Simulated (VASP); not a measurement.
# Zr (P6_3/mmc) in VASP: further runs

The runs below take Zr through relaxation of cell and atoms, single point, with PBE.

Everything below comes from runs of VASP 6.6.1. Logs are shortened: lines on timing, memory, paths and dates and some standing lists are left out, and cuts for length are marked.

### 1 The cell of the first run

The structure is hexagonal, space group P6_3/mmc (No. 194). The conventional cell has a = 3.233 Å, b = 3.233 Å, c = 5.171 Å, α = 90.00°, β = 90.00°, γ = 120.00°. Within 4.2 Å of Zr (site symmetry -6m2) lie 12 Zr at 3.19 to 3.23 Å.

### 2 Relaxation of cell and atoms, PBE

INCAR

```
ALGO     = Fast           # electronic algorithm
EDIFF    = 1E-6           # SCF threshold, eV
EDIFFG   = -0.01          # ionic threshold
ENCUT    = 600            # plane-wave cutoff, eV
GGA      = PE             # functional
IBRION   = 2              # ionic algorithm
ISIF     = 3              # what is computed and relaxed
ISMEAR   = 0              # smearing method
LASPH    = True           # aspherical terms in the spheres
LCHARG   = False          # write CHGCAR
LREAL    = False          # projectors in reciprocal space
LWAVE    = False          # write WAVECAR
NELM     = 80             # most SCF steps
NSW      = 80             # ionic steps
PREC     = Accurate       # precision mode
SIGMA    = 0.1            # smearing width, eV
```

KPOINTS

```
k-points
0
Gamma
  18 18 8
```

POSCAR

```
Zr
1.0
    3.2325339479      0.0000000000      0.0000000000
   -1.6162669739      2.7994565175      0.0000000000
    0.0000000000      0.0000000000      5.1711459056
Zr
2
Direct
    0.3333333333      0.6666666667      0.2500000000
    0.6666666667      0.3333333333      0.7500000000
```

Potentials or basis: VASP PAW PBE potentials, release 64 (Zr_sv).

Launch:

```
cat potpaw_PBE.64/Zr_sv/POTCAR > POTCAR
mpirun -np 1 vasp_std > vasp.out
```

OUTCAR:

```text
EDIFF = 1E-6
   EDIFFG = -0.01
   ENCUT = 600
   GGA = PE
   IBRION = 2
   ISIF = 3
   ISMEAR = 0
   LASPH = True
   LREAL = False
   NELM = 80
   NSW = 80
   PREC = Accurate

 ion  position               nearest neighbor table
   1  0.333  0.667  0.250-   2 3.19   2 3.19   2 3.19   2 3.19   2 3.19   2 3.19
   2  0.667  0.333  0.750-   1 3.19   1 3.19   1 3.19   1 3.19   1 3.19   1 3.19

  LATTYP: Found a hexagonal cell.
 ALAT       =     3.2325339479
 C/A-ratio  =     1.5997189787

  Lattice vectors:

 A1 = (   3.2325339479,   0.0000000000,   0.0000000000)
 A2 = (  -1.6162669739,   2.7994565175,   0.0000000000)
 A3 = (   0.0000000000,   0.0000000000,   5.1711459056)

Analysis of symmetry for initial positions (statically):
=====================================================================
 Subroutine PRICEL returns:
 Original cell was already a primitive cell.

 Routine SETGRP: Setting up the symmetry group for a
 hexagonal supercell.

 Subroutine GETGRP returns: Found 24 space group operations
 (whereof 12 operations were pure point group operations)
 out of a pool of 24 trial point group operations.

The static configuration has the point symmetry D_3d.
 The point group associated with its full space group is D_6h.

Analysis of symmetry for dynamics (positions and initial velocities):
=====================================================================
 Subroutine PRICEL returns:
 Original cell was already a primitive cell.

 Routine SETGRP: Setting up the symmetry group for a
 hexagonal supercell.

 Subroutine GETGRP returns: Found 24 space group operations
 (whereof 12 operations were pure point group operations)
 out of a pool of 24 trial point group operations.

The dynamic configuration has the point symmetry D_3d.
 The point group associated with its full space group is D_6h.

 Subroutine INISYM returns: Found 24 space group operations
 (whereof 12 operations are pure point group operations),
 and found     1 'primitive' translations

----------------------------------------------------------------------------------------

                                     Primitive cell

  volume of cell :      46.7954

  direct lattice vectors                    reciprocal lattice vectors
     3.232533948  0.000000000  0.000000000     0.309354833  0.178606096  0.000000000
    -1.616266974  2.799456517  0.000000000     0.000000000  0.357212192  0.000000000
     0.000000000  0.000000000  5.171145906     0.000000000  0.000000000  0.193380736

  length of vectors
[... 81 lines left out ...]
   NELM   =     80;   NELMIN=  2; NELMDL= -5     # of ELM steps
   EDIFF  = 0.1E-05   stopping-criterion for ELM
   LREAL  =      F    real-space projection
   EDIFFG = -.1E-01   stopping-criterion for IOM
   NSW    =     80    number of steps for IOM
   IBRION =      2    ionic relax: 0-MD 1-quasi-New 2-CG
   NFREE  =      1    steps in history (QN), initial steepest desc. (CG)
   ISIF   =      3    stress and relaxation
   ISYM   =      2    0-nonsym 1-usesym 2-fastsym
   POTIM  = 0.5000    time-step for ionic-motion
   TEBEG  =    0.0;   TEEND  =   0.0 temperature during run
   PSTRESS=    0.0 pullay stress
   NELECT =      24.0000    total number of electrons
   NUPDOWN=      -1.0000    fix difference up-down
   EMIN   =  10.00;   EMAX   =-10.00  energy-range for DOS
   EFERMI =   0.00;   METHOD = LEGACY
   ISMEAR =     0;   SIGMA  =   0.10  broadening in eV -4-tet -1-fermi 0-gaus
   EFERMI_NEDOS =   21; number of points for ismear=-14 and -15
   IALGO  =     68    algorithm
   IMIX   =      4    mixing-type and parameters
     AMIX     =   0.40;   BMIX     =  1.00
     AMIX_MAG =   1.60;   BMIX_MAG =  1.00
  volume/ion in A,a.u.               =      23.40       157.90
  Fermi-wavevector in a.u.,A,eV,Ry     =   1.310421  2.476336 23.363953  1.717202
  Thomas-Fermi vector in A             =   2.440952
   LORBIT       =      0    0 simple, 1 ext, 2 COOP (PROOUT), +10 PAW based schemes
   GGA     = PE    functional components
   LHFCALC =     F    Hartree Fock is set to
   AEXX    =    0.0000 exact exchange contribution
   IVDW    =     0    specifies the selected vdW correction
   LEPSILON=     F    determine dielectric tensor
   LRPA    =     F    only Hartree local field effects (RPA)
 conjugate gradient relaxation of ions
 non-spin polarized calculation
 RMM-DIIS sequential band-by-band and
 Gauss-broadening in eV      SIGMA  =   0.10
  energy-cutoff  :      600.00
  volume of cell :       46.80
 maximum number of plane-waves:      1584
 NGX is ok and might be reduce to    28
   NGX = 13   NGY = 13   NGZ = 21

 number of electron      24.0000000 magnetization

 Free energy of the ion-electron system (eV)
  ---------------------------------------------------
  ext. energy  EPLUGINS =         0.00000000
  ---------------------------------------------------
  free energy    TOTEN  =       -17.04608698 eV

  energy without entropy =      -17.03597901  energy(sigma->0) =      -17.04103299

 E-fermi :   8.9444     XC(G=0): -11.0597

 val. band max:        8.9347424573   @ k =   0.1111   0.0556   0.3750
 cond. band min:       8.9510214089   @ k =   0.3889   0.2222   0.2500
 fundamental gap:      0.0162789515
 Fermi energy:         8.9443935830

 k-point     1 :       0.0000    0.0000    0.0000
  band No.  band energies     occupation
      1     -39.9103      2.00000
      2     -39.7616      2.00000
      3     -18.4206      2.00000
      4     -17.5636      2.00000
      5     -17.5636      2.00000
      6     -17.4392      2.00000
[... 433 lines left out ...]
      3     -18.2107      2.00000
      4     -18.0519      2.00000
      5     -17.9984      2.00000
      6     -17.8056      2.00000
[... 8 lines left out ...]
     15      10.3325      0.00000
     16      13.2168      0.00000

 [... further k-points ...]
[... 5 lines left out ...]
  --------------------------------------------------------------------------------------
  -------------------------------------------------------------------------------------
  Total        0.0077317      0.0077317     -0.0135476      0.0000000     -0.0000000      0.0000000
  in kB        0.2647156      0.2647156     -0.4638424      0.0000000     -0.0000000      0.0000000
  external PRESSURE =       0.0218629 kB  Pullay stress =       0.0000000 kB

 VOLUME and BASIS-vectors are now :
 -----------------------------------------------------------------------------
  energy-cutoff  :      600.00
  volume of cell :       46.80
      direct lattice vectors                 reciprocal lattice vectors
     3.232533948  0.000000000  0.000000000     0.309354833  0.178606096  0.000000000
    -1.616266974  2.799456517  0.000000000     0.000000000  0.357212192  0.000000000
     0.000000000  0.000000000  5.171145906     0.000000000  0.000000000  0.193380736

 POSITION                                       TOTAL-FORCE (eV/Angst)
 -----------------------------------------------------------------------------------
     -0.00000      1.86630      1.29279         0.000000     -0.000000      0.000000
      1.61627      0.93315      3.87836        -0.000000      0.000000      0.000000
 -----------------------------------------------------------------------------------
    total drift:                                0.000000     -0.000000      0.000000

  FREE ENERGIE OF THE ION-ELECTRON SYSTEM (eV)
  ---------------------------------------------------
  free  energy   TOTEN  =       -17.0460869753 eV

  energy  without entropy=      -17.0359790129  energy(sigma->0) =      -17.04103299

 reached required accuracy - stopping structural energy minimisation
```

Wall time 3.2 min (1 thread of Intel Xeon Platinum 8488C (Sapphire Rapids), shared host); peak memory 0.28 GiB.

Results:

| Property | Result |
| --- | --- |
| Free energy | -17.0461 eV |
| Pressure after relaxing | 0.0 GPa |
| Band gap on the k mesh | zero (band 12 reaches 9.88 eV, above the bottom of band 13 at 8.70 eV) |

Final structure:
```
Zr
1.0
     3.23253    0.00000    0.00000
    -1.61627    2.79946    0.00000
     0.00000    0.00000    5.17115
Zr
2
Direct
  0.33333 0.66667 0.25000
  0.66667 0.33333 0.75000
```

Levels at points of the mesh, in eV from the Fermi level:
```
           k point  band 10  band 11  band 12  band 13  band 14  band 15
(0.00, 0.00, 0.00)    -3.03     0.86     0.86     0.97     1.11     1.54
(0.50, 0.00, 0.00)    -2.51    -2.14    -0.22     0.56     0.75     1.43
(0.00, 0.00, 0.50)    -3.96     0.02     0.02     0.78     0.78     0.78
(0.50, 0.00, 0.50)    -2.86    -1.06    -1.06     1.61     1.61     2.21
```

Caveat: the relaxation stopped at its first step, so nothing moved.

### 3 Single point, PBE (Ti replaced by Zr, lengths x 1.056, strained)

INCAR

```
SYSTEM = Zr
  ALGO = Normal
  EDIFF = 1E-6
  ENCUT = 520
  GGA = PE
  ISIF = 2
  ISMEAR = 0
  LASPH = .TRUE.
  LCHARG = .TRUE.
  LELF = .TRUE.
  LREAL = .FALSE.
  LVHAR = .TRUE.
  LWAVE = .FALSE.
  NBANDS = 19
  NELM = 60
  PREC = Accurate
  SIGMA = 0.1
```

KPOINTS

```
k-points
0
G
  15 15 8
  0 0 0
```

POSCAR

```
Zr
1.0
    3.1529837101      0.0000000000      0.0000000000
   -1.5764918550      2.7305639906      0.0000000000
    0.0000000000      0.0000000000      5.0084380954
Zr
2
Direct
    0.3333333333      0.6666666667      0.2500000000
    0.6666666667      0.3333333333      0.7500000000
```

Potentials or basis: VASP PAW PBE potentials, release 64 (Zr_sv).

Launch:

```
cat potpaw_PBE.64/Zr_sv/POTCAR > POTCAR
mpirun -np 1 vasp_std > vasp.out
```

Run time: 61 s. Hardware: 1 thread of Intel Xeon 6975P-C, shared host; peak memory 0.22 GiB.

The run converged. Its results:

| Item | Value |
| --- | --- |
| Free energy | -16.9484 eV |
| Pressure | 8.8 GPa |
| Band gap on the k mesh | zero (band 12 reaches 10.87 eV, above the bottom of band 13 at 9.57 eV) |

Stress tensor (GPa, compression positive):
```
 8.21  0.00  0.00
 0.00  8.21  0.00
 0.00  0.00 10.01
```

Levels at points of the mesh, in eV from the Fermi level:
```tsv
k point	band 9	band 10	band 11	band 12	band 13	band 14	band 15	band 16
(0.00, 0.00, 0.00)	-5.81	-3.27	0.83	0.83	1.04	1.49	1.61	1.61
(0.00, 0.00, 0.50)	-4.00	-4.00	0.03	0.03	0.73	0.73	0.73	0.73
```

Caveat: the cell differs from its parent crystal (Ti replaced by Zr, lengths x 1.056, strained).
